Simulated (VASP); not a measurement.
# NaI (Fm-3m) in VASP: settings compared

Aim: see how the results for NaI move with the level of theory and the settings. Levels: PBE, r2SCAN, HSE06, PBE0. Tasks: single point.

Program: VASP 6.6.1. These are calculated values, not measurements. Logs are shortened: lines on timing, memory, paths and dates and some standing lists are left out, and cuts for length are marked.

## 1. The cell of the first run

The structure is cubic, space group Fm-3m (No. 225). The conventional cell has a = 6.459 Å, b = 6.459 Å, c = 6.459 Å, α = 90.00°, β = 90.00°, γ = 90.00°. Na (site symmetry m-3m) has 6 I at 3.23 Å within 4.2 Å. Within 4.2 Å of I (site symmetry m-3m) lie 6 Na at 3.23 Å.

## 2. Single point, PBE

Input file INCAR:

```
SYSTEM = NaI
PREC = Accurate
ENCUT = 520
EDIFF = 1E-6
ISMEAR = 0
SIGMA = 0.01
LREAL = .FALSE.
LASPH = .TRUE.
NELM = 80
ALGO = Normal
ISIF = 2
LWAVE = .FALSE.
LCHARG = .FALSE.
GGA = PE
NBANDS = 14
```

Input file KPOINTS:

```
regular mesh
0
G
  4 4 4
  0 0 0
```

Input file POSCAR:

```
NaI
1.0
    0.0000000000      3.2296283248      3.2296283248
    3.2296283248      0.0000000000      3.2296283248
    3.2296283248      3.2296283248      0.0000000000
Na I
1 1
Direct
    0.0000000000      0.0000000000      0.0000000000
    0.5000000000      0.5000000000      0.5000000000
```

Potentials or basis: VASP PAW PBE potentials, release 64 (Na_pv, I).

On the command line:

```bash
cat potpaw_PBE.64/Na_pv/POTCAR potpaw_PBE.64/I/POTCAR > POTCAR
mpirun -np 1 vasp_std > vasp.out
```

OUTCAR:

```text
SYSTEM = NaI
   PREC = Accurate
   ENCUT = 520
   EDIFF = 1E-6
   ISMEAR = 0
   LREAL = .FALSE.
   LASPH = .TRUE.
   NELM = 80
   ISIF = 2
   GGA = PE

 ion  position               nearest neighbor table
   1  0.000  0.000  0.000-
   2  0.500  0.500  0.500-

  LATTYP: Found a face centered cubic cell.
 ALAT       =     6.4592566496

  Lattice vectors:

 A1 = (   0.0000000000,   3.2296283248,   3.2296283248)
 A2 = (   3.2296283248,   0.0000000000,   3.2296283248)
 A3 = (   3.2296283248,   3.2296283248,   0.0000000000)

Analysis of symmetry for initial positions (statically):
=====================================================================
 Subroutine PRICEL returns:
 Original cell was already a primitive cell.

 Routine SETGRP: Setting up the symmetry group for a
 face centered cubic supercell.

 Subroutine GETGRP returns: Found 48 space group operations
 (whereof 48 operations were pure point group operations)
 out of a pool of 48 trial point group operations.

The static configuration has the point symmetry O_h .

Analysis of symmetry for dynamics (positions and initial velocities):
=====================================================================
 Subroutine PRICEL returns:
 Original cell was already a primitive cell.

 Routine SETGRP: Setting up the symmetry group for a
 face centered cubic supercell.

 Subroutine GETGRP returns: Found 48 space group operations
 (whereof 48 operations were pure point group operations)
 out of a pool of 48 trial point group operations.

The dynamic configuration has the point symmetry O_h .

 Subroutine INISYM returns: Found 48 space group operations
 (whereof 48 operations are pure point group operations),
 and found     1 'primitive' translations

----------------------------------------------------------------------------------------

                                     Primitive cell

  volume of cell :      67.3733

  direct lattice vectors                    reciprocal lattice vectors
     0.000000000  3.229628325  3.229628325    -0.154816576  0.154816576  0.154816576
     3.229628325  0.000000000  3.229628325     0.154816576 -0.154816576  0.154816576
     3.229628325  3.229628325  0.000000000     0.154816576  0.154816576 -0.154816576

  length of vectors
     4.567384178  4.567384178  4.567384178     0.268150176  0.268150176  0.268150176

  position of ions in fractional coordinates (direct lattice)
     0.000000000  0.000000000  0.000000000
[... 71 lines left out ...]
   PSTRESS=    0.0 pullay stress
   NELECT =      14.0000    total number of electrons
   NUPDOWN=      -1.0000    fix difference up-down
   EMIN   =  10.00;   EMAX   =-10.00  energy-range for DOS
   EFERMI =   0.00;   METHOD = LEGACY
   ISMEAR =     0;   SIGMA  =   0.01  broadening in eV -4-tet -1-fermi 0-gaus
   EFERMI_NEDOS =   21; number of points for ismear=-14 and -15
   IALGO  =     38    algorithm
   IMIX   =      4    mixing-type and parameters
     AMIX     =   0.40;   BMIX     =  1.00
     AMIX_MAG =   1.60;   BMIX_MAG =  1.00
  volume/ion in A,a.u.               =      33.69       227.33
  Fermi-wavevector in a.u.,A,eV,Ry     =   0.969665  1.832401 12.792876  0.940250
  Thomas-Fermi vector in A             =   2.099736
   LORBIT       =      0    0 simple, 1 ext, 2 COOP (PROOUT), +10 PAW based schemes
   GGA     = PE    functional components
   LHFCALC =     F    Hartree Fock is set to
   AEXX    =    0.0000 exact exchange contribution
   IVDW    =     0    specifies the selected vdW correction
   LEPSILON=     F    determine dielectric tensor
   LRPA    =     F    only Hartree local field effects (RPA)
 non-spin polarized calculation
 Gauss-broadening in eV      SIGMA  =   0.01
  energy-cutoff  :      520.00
  volume of cell :       67.37
 maximum number of plane-waves:      1837
 NGX is ok and might be reduce to    36
   NGX = 17   NGY = 17   NGZ = 17

 number of electron      13.9999994 magnetization

 Free energy of the ion-electron system (eV)
  ---------------------------------------------------
  ext. energy  EPLUGINS =         0.00000000
  ---------------------------------------------------
  free energy    TOTEN  =        -5.37793584 eV

  energy without entropy =       -5.37793584  energy(sigma->0) =       -5.37793584

 E-fermi :   0.8999     XC(G=0):  -7.7278

 val. band max:        0.8553241454   @ k =   0.0000   0.0000   0.0000
 cond. band min:       4.5106628677   @ k =   0.0000   0.0000   0.0000
 fundamental gap:      3.6553387223
 Fermi energy:         0.8998602044

 k-point     1 :       0.0000    0.0000    0.0000
  band No.  band energies     occupation
      1     -21.5854      2.00000
      2     -21.5854      2.00000
      3     -21.5854      2.00000
      4     -10.1772      2.00000
      5       0.8553      2.00000
      6       0.8553      2.00000
      7       0.8553      2.00000
      8       4.5107      0.00000
      9       8.7826      0.00000
     10       8.7826      0.00000
     11       8.7826      0.00000
     12      10.6109      0.00000
     13      10.6109      0.00000
     14      11.2934      0.00000
[... 105 lines left out ...]
      1     -21.5883      2.00000
      2     -21.5883      2.00000
      3     -21.5873      2.00000
      4      -9.7700      2.00000
      5      -0.5667      2.00000
      6      -0.5667      2.00000
      7      -0.0879      2.00000
      8       6.6888      0.00000
      9       8.3416      0.00000
     10       8.3416      0.00000
     11       8.7777      0.00000
     12      12.8674      0.00000
     13      12.8674      0.00000
     14      13.5878      0.00000

------------------------ aborting loop because EDIFF is reached ----------------------------------------

  FORCE on cell =-STRESS in cart. coord.  units (eV):
  Direction    XX          YY          ZZ          XY          YZ          ZX
  --------------------------------------------------------------------------------------
  -------------------------------------------------------------------------------------
  Total        0.2548890      0.2548890      0.2548890      0.0000000      0.0000000      0.0000000
  in kB        6.0614163      6.0614163      6.0614163      0.0000000      0.0000000      0.0000000
  external PRESSURE =       6.0614163 kB  Pullay stress =       0.0000000 kB

 VOLUME and BASIS-vectors are now :
 -----------------------------------------------------------------------------
  energy-cutoff  :      520.00
  volume of cell :       67.37
      direct lattice vectors                 reciprocal lattice vectors
     0.000000000  3.229628325  3.229628325    -0.154816576  0.154816576  0.154816576
     3.229628325  0.000000000  3.229628325     0.154816576 -0.154816576  0.154816576
     3.229628325  3.229628325  0.000000000     0.154816576  0.154816576 -0.154816576

 POSITION                                       TOTAL-FORCE (eV/Angst)
 -----------------------------------------------------------------------------------
      0.00000      0.00000      0.00000         0.000000     -0.000000     -0.000000
      3.22963      3.22963      3.22963         0.000000      0.000000      0.000000
 -----------------------------------------------------------------------------------
    total drift:                                0.000000      0.000000      0.000000

  FREE ENERGIE OF THE ION-ELECTRON SYSTEM (eV)
  ---------------------------------------------------
  free  energy   TOTEN  =        -5.3779358448 eV

  energy  without entropy=       -5.3779358448  energy(sigma->0) =       -5.37793584
```

OSZICAR:

```text
N       E                     dE             d eps       ncg     rms          rms(c)
DAV:   1     0.860493324553E+02    0.86049E+02   -0.64769E+03   224   0.876E+02
DAV:   2     0.817174215537E+00   -0.85232E+02   -0.80674E+02   242   0.228E+02
DAV:   3    -0.529728211866E+01   -0.61145E+01   -0.60799E+01   302   0.591E+01
DAV:   4    -0.544308864228E+01   -0.14581E+00   -0.14578E+00   270   0.953E+00
DAV:   5    -0.544600133992E+01   -0.29127E-02   -0.29127E-02   310   0.125E+00    0.163E+00
DAV:   6    -0.538454944871E+01    0.61452E-01   -0.69690E-02   248   0.155E+00    0.111E+00
DAV:   7    -0.537584934125E+01    0.87001E-02   -0.64670E-02   278   0.131E+00    0.618E-01
DAV:   8    -0.537795487695E+01   -0.21055E-02   -0.52879E-03   242   0.582E-01    0.182E-01
DAV:   9    -0.537791921077E+01    0.35666E-04   -0.21267E-04   278   0.128E-01    0.387E-02
DAV:  10    -0.537793494583E+01   -0.15735E-04   -0.36764E-05   266   0.613E-02    0.986E-03
DAV:  11    -0.537793584477E+01   -0.89894E-06   -0.41314E-06   278   0.206E-02
   1 F= -.53779358E+01 E0= -.53779358E+01  d E =-.642999E-12
```

It took 8.1 s on 1 thread of Intel Xeon Platinum 8259CL at 2.50GHz (Skylake/Cascade Lake), shared host; peak memory 0.2 GiB.

Results:

* Free energy: -5.3779 eV
* Pressure: 0.6 GPa
* Band gap on the k mesh: 3.66 eV, direct

Levels at points of the mesh, in eV from the valence-band top:
```tsv
k point	band 4	band 5	band 6	band 7	band 8	band 9	band 10	band 11
(0.00, 0.00, 0.00)	-11.03	0.00	0.00	0.00	3.66	7.93	7.93	7.93
(0.50, 0.00, 0.00)	-10.71	-2.20	-0.29	-0.29	5.09	7.45	7.45	8.77
(0.50, 0.50, 0.00)	-10.63	-1.92	-0.75	-0.75	4.50	5.54	9.91	11.34
```

Caveat: the k points lie up to 0.42 Å⁻¹ apart; spin-orbit coupling is left out, which moves the levels of the heavy elements.

## 3. Single point, PBE

Input file INCAR:

```
ALGO = Normal
EDIFF = 1E-6
ENCUT = 520
GGA = PE
ISIF = 2
ISMEAR = 0
LASPH = True
LCHARG = False
LREAL = False
LWAVE = False
NBANDS = 14
NELM = 100
PREC = Accurate
SIGMA = 0.01
```

Input file KPOINTS:

```
k-points
0
Gamma
  4 4 4
```

POSCAR is that of step 2.

Potentials or basis: VASP PAW PBE potentials, release 64 (Na_pv, I).

On the command line:

```bash
cat potpaw_PBE.64/Na_pv/POTCAR potpaw_PBE.64/I/POTCAR > POTCAR
mpirun -np 1 vasp_std > vasp.out
```

Wall time 8.5 s (1 thread of Intel Xeon Platinum 8259CL at 2.50GHz (Skylake/Cascade Lake), shared host); peak memory 0.2 GiB.

The run converged. Its results:

| Quantity | Value |
| --- | --- |
| Free energy | -5.3779 eV |
| Pressure | 0.6 GPa |
| Band gap on the k mesh | 3.66 eV, direct |

Levels at points of the mesh, in eV from the valence-band top:
| k point | band 5 | band 6 | band 7 | band 8 | band 9 | band 10 |
| --- | --- | --- | --- | --- | --- | --- |
| (0.00, 0.00, 0.00) | 0.00 | 0.00 | 0.00 | 3.66 | 7.93 | 7.93 |
| (0.50, 0.00, 0.00) | -2.20 | -0.29 | -0.29 | 5.09 | 7.45 | 7.45 |
| (0.50, 0.50, 0.00) | -1.92 | -0.75 | -0.75 | 4.50 | 5.54 | 9.91 |

Caveat: the k points lie up to 0.42 Å⁻¹ apart; spin-orbit coupling is left out, which moves the levels of the heavy elements. A hybrid or GW would open this gap; PBE tends to underestimate it.

(Part 1 of 3 ends here.)
